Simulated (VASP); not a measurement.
# Pb in VASP: further runs

Pb is run at these levels: PBEsol; tasks: single point.

Program: VASP 6.6.1. These are calculated values, not measurements. Logs are shortened: lines on timing, memory, paths and dates and some standing lists are left out, and cuts for length are marked.

## 1. The cell of the first run

Symmetry: Fm-3m, No. 225, cubic system. The conventional cell has a = 5.063 Å, b = 5.063 Å, c = 5.063 Å, α = 90.00°, β = 90.00°, γ = 90.00°. Within 4.7 Å of Pb (site symmetry m-3m) lie 12 Pb at 3.58 Å.

## 2. Single point, PBEsol (strain +0.025 along x and y, +0.025 along z)

Input file INCAR:

```
ALGO = Normal
EDIFF = 1E-7
ENCUT = 520
GGA = PS
ISIF = 2
ISMEAR = 0
LASPH = True
LCHARG = False
LREAL = False
LWAVE = False
NBANDS = 13
NELM = 80
PREC = Accurate
SIGMA = 0.15
```

Input file KPOINTS:

```
k-points
0
Gamma
  16 16 16
```

Input file POSCAR:

```
Pb
1.0
    0.0000000000      2.5315450000      2.5315450000
    2.5315450000      0.0000000000      2.5315450000
    2.5315450000      2.5315450000      0.0000000000
Pb
1
Direct
    0.0000000000      0.0000000000      0.0000000000
```

Potentials or basis: VASP PAW PBE potentials, release 64 (Pb_d).

Command:

```console
> cat potpaw_PBE.64/Pb_d/POTCAR > POTCAR
> mpirun -np 1 vasp_std > vasp.out
```

OUTCAR:

```text
EDIFF = 1E-7
   ENCUT = 520
   GGA = PS
   ISIF = 2
   ISMEAR = 0
   LASPH = True
   LREAL = False
   NELM = 80
   PREC = Accurate

 ion  position               nearest neighbor table
   1  0.000  0.000  0.000-

  LATTYP: Found a face centered cubic cell.
 ALAT       =     5.0630900000

  Lattice vectors:

 A1 = (   0.0000000000,   2.5315450000,   2.5315450000)
 A2 = (   2.5315450000,   0.0000000000,   2.5315450000)
 A3 = (   2.5315450000,   2.5315450000,   0.0000000000)

Analysis of symmetry for initial positions (statically):
=====================================================================
 Subroutine PRICEL returns:
 Original cell was already a primitive cell.

 Routine SETGRP: Setting up the symmetry group for a
 face centered cubic supercell.

 Subroutine GETGRP returns: Found 48 space group operations
 (whereof 48 operations were pure point group operations)
 out of a pool of 48 trial point group operations.

The static configuration has the point symmetry O_h .

Analysis of symmetry for dynamics (positions and initial velocities):
=====================================================================
 Subroutine PRICEL returns:
 Original cell was already a primitive cell.

 Routine SETGRP: Setting up the symmetry group for a
 face centered cubic supercell.

 Subroutine GETGRP returns: Found 48 space group operations
 (whereof 48 operations were pure point group operations)
 out of a pool of 48 trial point group operations.

The dynamic configuration has the point symmetry O_h .

 Subroutine INISYM returns: Found 48 space group operations
 (whereof 48 operations are pure point group operations),
 and found     1 'primitive' translations

----------------------------------------------------------------------------------------

                                     Primitive cell

  volume of cell :      32.4479

  direct lattice vectors                    reciprocal lattice vectors
     0.000000000  2.531545000  2.531545000    -0.197507846  0.197507846  0.197507846
     2.531545000  0.000000000  2.531545000     0.197507846 -0.197507846  0.197507846
     2.531545000  2.531545000  0.000000000     0.197507846  0.197507846 -0.197507846

  length of vectors
     3.580145273  3.580145273  3.580145273     0.342093624  0.342093624  0.342093624

  position of ions in fractional coordinates (direct lattice)
     0.000000000  0.000000000  0.000000000

  ion indices of the primitive-cell ions
   primitive index   ion index
                 1           1

----------------------------------------------------------------------------------------

 KPOINTS: k-points

Automatic generation of k-mesh.
 Grid dimensions read from file:
 generate k-points for:   16   16   16

 Generating k-lattice:

  Cartesian coordinates                     Fractional coordinates (reciprocal lattice)
    -0.012344240  0.012344240  0.012344240     0.062500000  0.000000000  0.000000000
     0.012344240 -0.012344240  0.012344240     0.000000000  0.062500000  0.000000000
     0.012344240  0.012344240 -0.012344240     0.000000000  0.000000000  0.062500000

  Length of vectors
     0.021380852  0.021380852  0.021380852

  Shift w.r.t. Gamma in fractional coordinates (k-lattice)
     0.000000000  0.000000000  0.000000000

 Subroutine IBZKPT returns following result:
 ===========================================

 Found    145 irreducible k-points:

 Following reciprocal coordinates:
            Coordinates               Weight
  0.000000  0.000000  0.000000      1.000000
  0.062500  0.000000  0.000000      8.000000
  0.125000  0.000000  0.000000      8.000000
  0.187500  0.000000  0.000000      8.000000
  0.250000  0.000000  0.000000      8.000000
  0.312500  0.000000  0.000000      8.000000
[... 16 lines left out ...]
 -0.125000  0.062500  0.000000     24.000000
 -0.062500  0.062500  0.000000     12.000000
 [... further k-points ...]
   k-points           NKPTS =    145   k-points in BZ     NKDIM =    145   number of bands    NBANDS=     13
   number of dos      NEDOS =    301   number of ions     NIONS =      1
   total plane-waves  NPLWV =  21952
   dimension x,y,z NGX =    28 NGY =   28 NGZ =   28
   dimension x,y,z NGXF=    56 NGYF=   56 NGZF=   56
   ions per type =               1
   NGX,Y,Z   is equivalent  to a cutoff of  13.00, 13.00, 13.00 a.u.
   NGXF,Y,Z  is equivalent  to a cutoff of  26.00, 26.00, 26.00 a.u.
 SYSTEM =  unknown system
   PREC   = accura    normal or accurate (medium, high low for compatibility)
   ISTART =      0    job   : 0-new  1-cont  2-samecut
   ICHARG =      2    charge: 1-file 2-atom 10-const
   ISPIN  =      1    spin polarized calculation?
   LNONCOLLINEAR =      F non collinear calculations
   LSORBIT =      F    spin-orbit coupling
   LASPH  =      T    aspherical Exc in radial PAW
   ENCUT  =  520.0 eV  38.22 Ry    6.18 a.u.   6.66  6.66  6.66*2*pi/ulx,y,z
   NELM   =     80;   NELMIN=  2; NELMDL= -5     # of ELM steps
   EDIFF  = 0.1E-06   stopping-criterion for ELM
   LREAL  =      F    real-space projection
   EDIFFG = 0.1E-05   stopping-criterion for IOM
   NSW    =      0    number of steps for IOM
   IBRION =     -1    ionic relax: 0-MD 1-quasi-New 2-CG
   NFREE  =      0    steps in history (QN), initial steepest desc. (CG)
   ISIF   =      2    stress and relaxation
   ISYM   =      2    0-nonsym 1-usesym 2-fastsym
   POTIM  = 0.5000    time-step for ionic-motion
   TEBEG  =    0.0;   TEEND  =   0.0 temperature during run
   PSTRESS=    0.0 pullay stress
   NELECT =      14.0000    total number of electrons
   NUPDOWN=      -1.0000    fix difference up-down
   EMIN   =  10.00;   EMAX   =-10.00  energy-range for DOS
   EFERMI =   0.00;   METHOD = LEGACY
   ISMEAR =     0;   SIGMA  =   0.15  broadening in eV -4-tet -1-fermi 0-gaus
   EFERMI_NEDOS =   21; number of points for ismear=-14 and -15
   IALGO  =     38    algorithm
   IMIX   =      4    mixing-type and parameters
     AMIX     =   0.40;   BMIX     =  1.00
     AMIX_MAG =   1.60;   BMIX_MAG =  1.00
  volume/ion in A,a.u.               =      32.45       218.97
  Fermi-wavevector in a.u.,A,eV,Ry     =   1.237054  2.337692 20.821018  1.530302
  Thomas-Fermi vector in A             =   2.371637
   LORBIT       =      0    0 simple, 1 ext, 2 COOP (PROOUT), +10 PAW based schemes
   GGA     = PS    functional components
   LHFCALC =     F    Hartree Fock is set to
   AEXX    =    0.0000 exact exchange contribution
   IVDW    =     0    specifies the selected vdW correction
   LEPSILON=     F    determine dielectric tensor
   LRPA    =     F    only Hartree local field effects (RPA)
 non-spin polarized calculation
 Gauss-broadening in eV      SIGMA  =   0.15
  energy-cutoff  :      520.00
  volume of cell :       32.45
 maximum number of plane-waves:       897
   NGX = 13   NGY = 13   NGZ = 13

 number of electron      14.0000003 magnetization

 Free energy of the ion-electron system (eV)
  ---------------------------------------------------
  ext. energy  EPLUGINS =         0.00000000
  ---------------------------------------------------
  free energy    TOTEN  =        -3.97774713 eV

  energy without entropy =       -3.97160488  energy(sigma->0) =       -3.97467601

 E-fermi :   6.4144     XC(G=0): -10.0203

 val. band max:        6.3923523418   @ k =  -0.4375   0.3750   0.0625
 cond. band min:       6.4515450160   @ k =  -0.4375   0.3750   0.1875
 fundamental gap:      0.0591926742
 Fermi energy:         6.4144230303

 k-point     1 :       0.0000    0.0000    0.0000
  band No.  band energies     occupation
      1     -10.5809      2.00000
      2     -10.5809      2.00000
      3     -10.5809      2.00000
      4     -10.4661      2.00000
      5     -10.4661      2.00000
      6      -4.9587      2.00000
      7      13.2557      0.00000
      8      13.2557      0.00000
      9      13.2557      0.00000
     10      16.0799      0.00000
     11      16.8287      0.00000
     12      18.3604      0.00000
     13      18.3604      0.00000

 k-point     2 :       0.0625    0.0000    0.0000
  band No.  band energies     occupation
      1     -10.5808      2.00000
      2     -10.5761      2.00000
      3     -10.5761      2.00000
      4     -10.4664      2.00000
      5     -10.4664      2.00000
      6      -4.8887      2.00000
      7      12.3559      0.00000
      8      13.1674      0.00000
      9      13.1674      0.00000
     10      15.8374      0.00000
     11      17.3159      0.00000
     12      18.5185      0.00000
     13      18.5185      0.00000

 k-point     3 :       0.1250    0.0000    0.0000
  band No.  band energies     occupation
      1     -10.5809      2.00000
      2     -10.5644      2.00000
      3     -10.5644      2.00000
      4     -10.4654      2.00000
      5     -10.4654      2.00000
      6      -4.6789      2.00000
      7      10.6253      0.00000
      8      12.9348      0.00000
      9      12.9348      0.00000
     10      15.4906      0.00000
     11      18.1534      0.00000
     12      18.9161      0.00000
     13      18.9161      0.00000

 k-point     4 :       0.1875    0.0000    0.0000
  band No.  band energies     occupation
      1     -10.5819      2.00000
      2     -10.5536      2.00000
      3     -10.5536      2.00000
      4     -10.4570      2.00000
      5     -10.4570      2.00000
      6      -4.3311      2.00000
      7       8.7806      0.00000
      8      12.6253      0.00000
      9      12.6253      0.00000
     10      15.2172      0.00000
     11      18.3832      0.00000
     12      18.8510      0.00000
     13      18.8510      0.00000

 k-point     5 :       0.2500    0.0000    0.0000
  band No.  band energies     occupation
      1     -10.5845      2.00000
      2     -10.5513      2.00000
      3     -10.5513      2.00000
      4     -10.4361      2.00000
      5     -10.4361      2.00000
      6      -3.8515      2.00000
      7       7.0064      0.00000
      8      12.3006      0.00000
      9      12.3006      0.00000
     10      15.0427      0.00000
     11      17.5512      0.00000
     12      18.2920      0.00000
     13      18.2920      0.00000

 k-point     6 :       0.3125    0.0000    0.0000
  band No.  band energies     occupation
      1     -10.5884      2.00000
      2     -10.5565      2.00000
      3     -10.5565      2.00000
      4     -10.4076      2.00000
      5     -10.4076      2.00000
      6      -3.2577      2.00000
      7       5.3776      2.00000
      8      12.0059      0.00000
      9      12.0059      0.00000
     10      14.9696      0.00000
     11      16.8322      0.00000
     12      17.8070      0.00000
     13      17.8070      0.00000

 k-point     7 :       0.3750    0.0000    0.0000
  band No.  band energies     occupation
      1     -10.5927      2.00000
      2     -10.5637      2.00000
      3     -10.5637      2.00000
      4     -10.3803      2.00000
      5     -10.3803      2.00000
      6      -2.5957      2.00000
      7       3.9648      2.00000
      8      11.7731      0.00000
      9      11.7731      0.00000
     10      14.9958      0.00000
     11      16.2408      0.00000
     12      17.4525      0.00000
     13      17.4525      0.00000
[... 193 lines left out ...]
 k-point    20 :      -0.3125    0.0625    0.0000
  band No.  band energies     occupation
      1     -10.5866      2.00000
      2     -10.5579      2.00000
      3     -10.5531      2.00000
      4     -10.4133      2.00000
      5     -10.3883      2.00000
      6      -2.9836      2.00000
      7       4.9308      2.00000
      8      10.8833      0.00000
      9      12.2017      0.00000
     10      15.4129      0.00000
     11      16.1631      0.00000
     12      17.4950      0.00000
     13      18.9122      0.00000

 k-point    21 :      -0.2500    0.0625    0.0000
  band No.  band energies     occupation
      1     -10.5845      2.00000
      2     -10.5505      2.00000
      3     -10.5467      2.00000
      4     -10.4446      2.00000
      5     -10.4132      2.00000
      6      -3.6049      2.00000
      7       6.4818      0.52521
      8      11.0849      0.00000
      9      12.6026      0.00000
     10      15.4934      0.00000
     11      16.7423      0.00000
     12      17.7900      0.00000
     13      19.4736      0.00000

 k-point    22 :      -0.1875    0.0625    0.0000
  band No.  band energies     occupation
      1     -10.5835      2.00000
      2     -10.5476      2.00000
      3     -10.5467      2.00000
      4     -10.4677      2.00000
      5     -10.4371      2.00000
      6      -4.1241      2.00000
      7       8.1886      0.00000
      8      11.3920      0.00000
      9      12.9758      0.00000
     10      15.6101      0.00000
     11      17.4784      0.00000
     12      18.2307      0.00000
     13      18.8860      0.00000

 k-point    23 :      -0.1250    0.0625    0.0000
  band No.  band energies     occupation
      1     -10.5834      2.00000
      2     -10.5575      2.00000
      3     -10.5531      2.00000
      4     -10.4747      2.00000
      5     -10.4535      2.00000
      6      -4.5162      2.00000
      7       9.9610      0.00000
      8      11.8057      0.00000
      9      13.2396      0.00000
     10      15.7312      0.00000
     11      18.0307      0.00000
     12      18.3662      0.00000
     13      18.6160      0.00000

 k-point    24 :      -0.0625    0.0625    0.0000
  band No.  band energies     occupation
      1     -10.5827      2.00000
      2     -10.5704      2.00000
      3     -10.5651      2.00000
      4     -10.4715      2.00000
      5     -10.4617      2.00000
      6      -4.7721      2.00000
      7      11.5398      0.00000
      8      12.4067      0.00000
      9      13.3127      0.00000
     10      15.7764      0.00000
     11      17.5654      0.00000
     12      18.4525      0.00000
     13      19.2400      0.00000

 [... further k-points ...]
[... 5 lines left out ...]
  --------------------------------------------------------------------------------------
  -------------------------------------------------------------------------------------
  Total       -0.6547070     -0.6547070     -0.6547070     -0.0000000     -0.0000000      0.0000000
  in kB      -32.3273861    -32.3273861    -32.3273861     -0.0000000     -0.0000000      0.0000000
  external PRESSURE =     -32.3273861 kB  Pullay stress =       0.0000000 kB

 VOLUME and BASIS-vectors are now :
 -----------------------------------------------------------------------------
  energy-cutoff  :      520.00
  volume of cell :       32.45
      direct lattice vectors                 reciprocal lattice vectors
     0.000000000  2.531545000  2.531545000    -0.197507846  0.197507846  0.197507846
     2.531545000  0.000000000  2.531545000     0.197507846 -0.197507846  0.197507846
     2.531545000  2.531545000  0.000000000     0.197507846  0.197507846 -0.197507846

 POSITION                                       TOTAL-FORCE (eV/Angst)
 -----------------------------------------------------------------------------------
      0.00000      0.00000      0.00000        -0.000000      0.000000     -0.000000
 -----------------------------------------------------------------------------------
    total drift:                               -0.000000     -0.000000     -0.000000

  FREE ENERGIE OF THE ION-ELECTRON SYSTEM (eV)
  ---------------------------------------------------
  free  energy   TOTEN  =        -3.9777471317 eV

  energy  without entropy=       -3.9716048804  energy(sigma->0) =       -3.97467601
```

Wall time 32 s (1 thread of Intel Xeon 6975P-C (Granite Rapids), shared host); peak memory 0.19 GiB.

Results:

- Free energy: -3.9777 eV
- Pressure: -3.2 GPa
- Band gap on the k mesh: zero (band 7 reaches 13.26 eV, above the bottom of band 8 at 4.82 eV)

Caveat: the cell differs from its parent crystal (strain +0.025 along x and y, +0.025 along z); the PAW data sets were made with another functional, which shifts forces and pressure a little; spin-orbit coupling is left out, which moves the levels of the heavy elements.

(Part 1 of 2 ends here.)
